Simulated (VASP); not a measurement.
# Tl (P6_3/mmc) in VASP: single point with PBE

Aim: the single point of Tl with PBE.

Everything below comes from runs of VASP 6.6.1. Logs are shortened: lines on timing, memory, paths and dates and some standing lists are left out, and cuts for length are marked.

### Step 1. The cell of the first run

It takes space group P6_3/mmc (No. 194, hexagonal). The conventional cell has a = 2.608 Å, b = 2.608 Å, c = 4.274 Å, α = 90.00°, β = 90.00°, γ = 120.00°. Tl (site symmetry -6m2) has 12 Tl at 2.61 Å within 3.4 Å.

### Step 2. Single point, PBE (12.59 Å³/atom)

POSCAR

```
Tl
1.0
    2.6084390546      0.0000000000      0.0000000000
   -1.3042195274      2.2589744855      0.0000000000
    0.0000000000      0.0000000000      4.2739893651
Tl
2
Direct
    0.3333333333      0.6666666667      0.2500000000
    0.6666666667      0.3333333333      0.7500000000
```

INCAR.step1

```
SYSTEM = Tl
ALGO = Normal ; EDIFF = 1E-6
ENCUT = 520 ; GGA = PE
ISIF = 2 ; ISMEAR = -1
LASPH = .True. ; LCHARG = .True.
LREAL = .False. ; LWAVE = .False.
NBANDS = 20 ; NELM = 60
PREC = Accurate ; SIGMA = 0.1
```

KPOINTS.step1

```
k-points
0
Gamma
  14 14 8
  0 0 0
```

INCAR.step2

```
SYSTEM = Tl
ALGO = Normal ; EDIFF = 1E-6
ENCUT = 520 ; GGA = PE
ICHARG = 11 ; ISIF = 2
ISMEAR = -5 ; LASPH = .True.
LCHARG = .False. ; LORBIT = 11
LREAL = .False. ; LWAVE = .False.
NEDOS = 1001 ; NELM = 60
PREC = Accurate ; SIGMA = 0.1
```

KPOINTS.step2

```
k-points
0
Gamma
  21 21 12
  0 0 0
```

Potentials or basis: VASP PAW PBE potentials, release 64 (Tl_d).

Command:

```
$ cat potpaw_PBE.64/Tl_d/POTCAR > POTCAR
$ cp INCAR.step1 INCAR
$ cp KPOINTS.step1 KPOINTS
$ mpirun -np 1 vasp_std > vasp.out
$ cp INCAR.step2 INCAR
$ cp KPOINTS.step2 KPOINTS
$ mpirun -np 1 vasp_std > vasp.out
```

OUTCAR:

```text
SYSTEM = Tl
   EDIFF = 1E-6
   ENCUT = 520
   GGA = PE
   ICHARG = 11
   ISIF = 2
   ISMEAR = -5
   LASPH = .True.
   LORBIT = 11
   LREAL = .False.
   NELM = 60
   PREC = Accurate

 ion  position               nearest neighbor table
   1  0.333  0.667  0.250-   2 2.61   2 2.61   2 2.61   2 2.61   2 2.61   2 2.61   2 3.69   2 3.69
                             2 3.69   2 3.69   2 3.69   2 3.69
   2  0.667  0.333  0.750-   1 2.61   1 2.61   1 2.61   1 2.61   1 2.61   1 2.61   1 3.69   1 3.69
                             1 3.69   1 3.69   1 3.69   1 3.69

  LATTYP: Found a hexagonal cell.
 ALAT       =     2.6084390546
 C/A-ratio  =     1.6385237591

  Lattice vectors:

 A1 = (   2.6084390546,   0.0000000000,   0.0000000000)
 A2 = (  -1.3042195274,   2.2589744855,   0.0000000000)
 A3 = (   0.0000000000,   0.0000000000,   4.2739893651)

Analysis of symmetry for initial positions (statically):
=====================================================================
 Subroutine PRICEL returns:
 Original cell was already a primitive cell.

 Routine SETGRP: Setting up the symmetry group for a
 hexagonal supercell.

 Subroutine GETGRP returns: Found 24 space group operations
 (whereof 12 operations were pure point group operations)
 out of a pool of 24 trial point group operations.

The static configuration has the point symmetry D_3d.
 The point group associated with its full space group is D_6h.

Analysis of symmetry for dynamics (positions and initial velocities):
=====================================================================
 Subroutine PRICEL returns:
 Original cell was already a primitive cell.

 Routine SETGRP: Setting up the symmetry group for a
 hexagonal supercell.

 Subroutine GETGRP returns: Found 24 space group operations
 (whereof 12 operations were pure point group operations)
 out of a pool of 24 trial point group operations.

The dynamic configuration has the point symmetry D_3d.
 The point group associated with its full space group is D_6h.

 Subroutine INISYM returns: Found 24 space group operations
 (whereof 12 operations are pure point group operations),
 and found     1 'primitive' translations

----------------------------------------------------------------------------------------

                                     Primitive cell

  volume of cell :      25.1840

  direct lattice vectors                    reciprocal lattice vectors
     2.608439055  0.000000000  0.000000000     0.383371043  0.221339375  0.000000000
    -1.304219527  2.258974486  0.000000000     0.000000000  0.442678749  0.000000000
     0.000000000  0.000000000  4.273989365     0.000000000  0.000000000  0.233973441

  length of vectors
     2.608439055  2.608439055  4.273989365     0.442678749  0.442678749  0.233973441

  position of ions in fractional coordinates (direct lattice)
     0.333333333  0.666666667  0.250000000
     0.666666667  0.333333333  0.750000000

  ion indices of the primitive-cell ions
   primitive index   ion index
                 1           1
                 2           2

----------------------------------------------------------------------------------------

 KPOINTS: k-points

Automatic generation of k-mesh.
 Grid dimensions read from file:
 generate k-points for:   21   21   12

 Generating k-lattice:

  Cartesian coordinates                     Fractional coordinates (reciprocal lattice)
     0.018255764  0.010539970  0.000000000     0.047619048  0.000000000  0.000000000
     0.000000000  0.021079940  0.000000000     0.000000000  0.047619048  0.000000000
     0.000000000  0.000000000  0.019497787     0.000000000  0.000000000  0.083333333

  Length of vectors
     0.021079940  0.021079940  0.019497787

  Shift w.r.t. Gamma in fractional coordinates (k-lattice)
     0.000000000  0.000000000  0.000000000

 TETIRR: Found   5376 inequivalent tetrahedra from    31752

 Subroutine IBZKPT returns following result:
 ===========================================

 Found    336 irreducible k-points:

 Following reciprocal coordinates:
            Coordinates               Weight
  0.000000  0.000000  0.000000      1.000000
  0.047619 -0.000000  0.000000      6.000000
  0.095238  0.000000  0.000000      6.000000
  0.142857 -0.000000  0.000000      6.000000
  0.190476  0.000000  0.000000      6.000000
  0.238095 -0.000000  0.000000      6.000000
[... 16 lines left out ...]
  0.142857  0.095238  0.000000     12.000000
  0.190476  0.095238  0.000000     12.000000
 [... further k-points ...]
   k-points           NKPTS =    336   k-points in BZ     NKDIM =    336   number of bands    NBANDS=     17
   number of dos      NEDOS =   1001   number of ions     NIONS =      2
   total plane-waves  NPLWV =  12800
   dimension x,y,z NGX =    20 NGY =   20 NGZ =   32
   dimension x,y,z NGXF=    40 NGYF=   40 NGZF=   64
   ions per type =               2
   NGX,Y,Z   is equivalent  to a cutoff of  12.75, 12.75, 12.45 a.u.
   NGXF,Y,Z  is equivalent  to a cutoff of  25.49, 25.49, 24.89 a.u.
 SYSTEM =  Tl
   PREC   = accura    normal or accurate (medium, high low for compatibility)
   ISTART =      0    job   : 0-new  1-cont  2-samecut
   ICHARG =     11    charge: 1-file 2-atom 10-const
   ISPIN  =      1    spin polarized calculation?
   LNONCOLLINEAR =      F non collinear calculations
   LSORBIT =      F    spin-orbit coupling
   LASPH  =      T    aspherical Exc in radial PAW
   ENCUT  =  520.0 eV  38.22 Ry    6.18 a.u.   4.85  4.85  7.95*2*pi/ulx,y,z
   NELM   =     60;   NELMIN=  2; NELMDL=  0     # of ELM steps
   EDIFF  = 0.1E-05   stopping-criterion for ELM
   LREAL  =      F    real-space projection
   EDIFFG = 0.1E-04   stopping-criterion for IOM
   NSW    =      0    number of steps for IOM
   IBRION =     -1    ionic relax: 0-MD 1-quasi-New 2-CG
   NFREE  =      0    steps in history (QN), initial steepest desc. (CG)
   ISIF   =      2    stress and relaxation
   ISYM   =      2    0-nonsym 1-usesym 2-fastsym
   POTIM  = 0.5000    time-step for ionic-motion
   TEBEG  =    0.0;   TEEND  =   0.0 temperature during run
   PSTRESS=    0.0 pullay stress
   NELECT =      26.0000    total number of electrons
   NUPDOWN=      -1.0000    fix difference up-down
   EMIN   =  10.00;   EMAX   =-10.00  energy-range for DOS
   EFERMI =   0.00;   METHOD = LEGACY
   ISMEAR =    -5;   SIGMA  =   0.10  broadening in eV -4-tet -1-fermi 0-gaus
   EFERMI_NEDOS =   21; number of points for ismear=-14 and -15
   IALGO  =     38    algorithm
   IMIX   =      4    mixing-type and parameters
     AMIX     =   0.40;   BMIX     =  1.00
     AMIX_MAG =   1.60;   BMIX_MAG =  1.00
  volume/ion in A,a.u.               =      12.59        84.98
  Fermi-wavevector in a.u.,A,eV,Ry     =   1.654592  3.126725 37.248304  2.737673
  Thomas-Fermi vector in A             =   2.742833
   LORBIT       =     11    0 simple, 1 ext, 2 COOP (PROOUT), +10 PAW based schemes
   GGA     = PE    functional components
   LHFCALC =     F    Hartree Fock is set to
   AEXX    =    0.0000 exact exchange contribution
   IVDW    =     0    specifies the selected vdW correction
   LEPSILON=     F    determine dielectric tensor
   LRPA    =     F    only Hartree local field effects (RPA)
 non-spin polarized calculation
 Fermi weights with tetrahedron method with Bloechl corrections
  energy-cutoff  :      520.00
  volume of cell :       25.18
 maximum number of plane-waves:       699
 NGX is ok and might be reduce to    20

 number of electron      26.0000005 magnetization

 Free energy of the ion-electron system (eV)
  ---------------------------------------------------
  ext. energy  EPLUGINS =         0.00000000
  ---------------------------------------------------
  free energy    TOTEN  =         8.87704941 eV

  energy without entropy =        8.87704941  energy(sigma->0) =        8.87704941

 E-fermi :  21.5953     XC(G=0): -14.9700

 val. band max:       21.9707189320   @ k =   0.3333   0.3333   0.2500
 cond. band min:      21.4149979739   @ k =   0.3810   0.2381   0.2500
 fundamental gap:     -0.5557209580
 Fermi energy:        21.5953433127

 k-point     1 :       0.0000    0.0000    0.0000
  band No.  band energies     occupation
      1       1.3863      2.00000
      2       2.8337      2.00000
      3       5.3019      2.00000
      4       5.5032      2.00000
      5       5.5032      2.00000
      6       5.8907      2.00000
[... 9 lines left out ...]
     16      32.7289      0.00000
     17      35.5458      0.00000

 k-point     2 :       0.0476   -0.0000    0.0000
  band No.  band energies     occupation
      1       1.4750      2.00000
      2       2.8961      2.00000
      3       5.2381      2.00000
      4       5.5604      2.00000
      5       5.5655      2.00000
      6       5.8670      2.00000
[... 9 lines left out ...]
     16      32.7369      0.00000
     17      35.0290      0.00000

 k-point     3 :       0.0952    0.0000    0.0000
  band No.  band energies     occupation
      1       1.7339      2.00000
      2       3.0708      2.00000
      3       5.1099      2.00000
      4       5.6824      2.00000
      5       5.7293      2.00000
      6       5.8270      2.00000
[... 9 lines left out ...]
     16      32.4187      0.00000
     17      33.9835      0.00000

 k-point     4 :       0.1429   -0.0000    0.0000
  band No.  band energies     occupation
      1       2.1377      2.00000
      2       3.3139      2.00000
      3       4.9801      2.00000
      4       5.6599      2.00000
      5       5.9815      2.00000
      6       5.9929      2.00000
[... 9 lines left out ...]
     16      32.6104      0.00000
     17      32.6942      0.00000

 k-point     5 :       0.1905    0.0000    0.0000
  band No.  band energies     occupation
      1       2.6295      2.00000
      2       3.5273      2.00000
      3       4.9436      2.00000
      4       5.5681      2.00000
      5       5.5866      2.00000
      6       6.0795      2.00000
[... 9 lines left out ...]
     16      32.5149      0.00000
     17      32.6462      0.00000

 k-point     6 :       0.2381   -0.0000    0.0000
  band No.  band energies     occupation
      1       3.0983      2.00000
      2       3.5842      2.00000
      3       5.0930      2.00000
      4       5.1337      2.00000
      5       5.5804      2.00000
      6       5.9088      2.00000
[... 9 lines left out ...]
     16      31.6765      0.00000
     17      33.1302      0.00000
[... 281 lines left out ...]
 k-point    21 :       0.4762    0.0476    0.0000
  band No.  band energies     occupation
      1       3.0005      2.00000
      2       3.5450      2.00000
      3       3.6219      2.00000
      4       5.3539      2.00000
      5       5.9818      2.00000
      6       6.2876      2.00000
[... 9 lines left out ...]
     16      25.5067      0.00000
     17      27.4210      0.00000

 k-point    22 :       0.0952    0.0952    0.0000
  band No.  band energies     occupation
      1       2.3726      2.00000
      2       3.4621      2.00000
      3       4.8642      2.00000
      4       5.6751      2.00000
      5       5.9130      2.00000
      6       5.9412      2.00000
[... 9 lines left out ...]
     16      32.9287      0.00000
     17      33.7268      0.00000

 k-point    23 :       0.1429    0.0952    0.0000
  band No.  band energies     occupation
      1       2.8554      2.00000
      2       3.6966      2.00000
      3       4.7536      2.00000
      4       5.4951      2.00000
      5       5.6142      2.00000
      6       5.8519      2.00000
[... 9 lines left out ...]
     16      32.6355      0.00000
     17      33.2657      0.00000

 k-point    24 :       0.1905    0.0952    0.0000
  band No.  band energies     occupation
      1       3.3285      2.00000
      2       3.7896      2.00000
      3       4.8380      2.00000
      4       5.0346      2.00000
      5       5.6124      2.00000
      6       5.6970      2.00000
[... 9 lines left out ...]
     16      31.6346      0.00000
     17      33.2524      0.00000

 [... further k-points ...]

------------------------ aborting loop because EDIFF is reached ----------------------------------------

  FORCE on cell =-STRESS in cart. coord.  units (eV):
  Direction    XX          YY          ZZ          XY          YZ          ZX
  --------------------------------------------------------------------------------------
  -------------------------------------------------------------------------------------
  Total       46.3384809     46.3384809     46.5481361     -0.0000000      0.0000000      0.0000000
  in kB     2947.9961901   2947.9961901   2961.3341924     -0.0000001      0.0000000      0.0000000
  external PRESSURE =    2952.4421909 kB  Pullay stress =       0.0000000 kB

 VOLUME and BASIS-vectors are now :
 -----------------------------------------------------------------------------
  energy-cutoff  :      520.00
  volume of cell :       25.18
      direct lattice vectors                 reciprocal lattice vectors
     2.608439055  0.000000000  0.000000000     0.383371043  0.221339375  0.000000000
    -1.304219527  2.258974486  0.000000000     0.000000000  0.442678749  0.000000000
     0.000000000  0.000000000  4.273989365     0.000000000  0.000000000  0.233973441

 POSITION                                       TOTAL-FORCE (eV/Angst)
 -----------------------------------------------------------------------------------
     -0.00000      1.50598      1.06850         0.000000     -0.000000      0.000000
      1.30422      0.75299      3.20549        -0.000000      0.000000      0.000000
 -----------------------------------------------------------------------------------
    total drift:                               -0.000000      0.000000     -0.000000

  FREE ENERGIE OF THE ION-ELECTRON SYSTEM (eV)
  ---------------------------------------------------
  free  energy   TOTEN  =         8.8770494143 eV

  energy  without entropy=        8.8770494143  energy(sigma->0) =        8.87704941

 total charge

# of ion       s       p       d       tot
------------------------------------------
    1        1.307   1.207   9.922  12.436
    2        1.307   1.207   9.922  12.436
--------------------------------------------------
tot          2.614   2.413  19.845  24.872
```

Run time: 41 s. Hardware: 1 thread of AMD EPYC 9R45 (Zen 5), shared host; peak memory 0.21 GiB.

Results:

```yaml
Valence_electrons_inside_the_program's_atomic_spheres: Tl 12.44
```

Levels at points of the mesh, in eV from the Fermi level:
| k point | band 9 | band 10 | band 11 | band 12 | band 13 | band 14 | band 15 | band 16 | band 17 |
| --- | --- | --- | --- | --- | --- | --- | --- | --- | --- |
| (0.00, 0.00, 0.00) | -15.08 | -13.26 | -13.26 | -9.25 | -4.86 | 8.48 | 10.35 | 11.13 | 13.95 |
| (0.00, 0.00, 0.50) | -13.84 | -13.84 | -13.84 | -13.84 | 5.39 | 5.39 | 8.91 | 8.91 | 13.65 |

Caveat: spin-orbit coupling is left out, which moves the levels of the heavy elements.
